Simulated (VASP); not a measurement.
NaCl:

```
Na Cl
1.0
     3.97394    0.00000    0.00000
    -1.98697    3.44153    0.00000
     0.00000    0.00000    9.73413
Na Cl
3 3
Direct
  0.00000 0.00000 0.00000
  0.33333 0.66667 0.33333
  0.66667 0.33333 0.66667
  0.66667 0.33333 0.16667
  0.00000 0.00000 0.50000
  0.33333 0.66667 0.83333
```

- Program: VASP 6.6.1
- Task: relaxation of cell and atoms
- Functional: PBE
- Potentials or basis: VASP PAW PBE potentials, release 64 (Na_pv, Cl)
- Cutoff: 600 eV
- k mesh: 9 × 9 × 4
- Occupations: gaussian, width 0.02 eV
- Spin: no spin polarisation

At the start: pressure 1.1 GPa; volume 22.19 Å³/atom.

How do energy, volume and symmetry change on relaxing?

Over 3 steps the energy falls by 2.9 meV/atom and the volume is 23.13 Å³/atom (+4.3 %); space group Fm-3m (No. 225, to 0.05 Å).

The path:
```tsv
step	energy change (eV)	largest force (eV/Å)	pressure (GPa)	volume (Å³)
1	0.0000	0.0000	1.05	133.13
2	-0.0135	0.0000	0.51	135.96
3	-0.0173	0.0000	0.00	138.81
```

Final structure:
```
Na Cl
1.0
     4.02968    0.00000    0.00000
    -2.01484    3.48981    0.00000
     0.00000    0.00000    9.87065
Na Cl
3 3
Direct
  0.00000 0.00000 0.00000
  0.33333 0.66667 0.33333
  0.66667 0.33333 0.66667
  0.66667 0.33333 0.16667
  0.00000 0.00000 0.50000
  0.33333 0.66667 0.83333
```
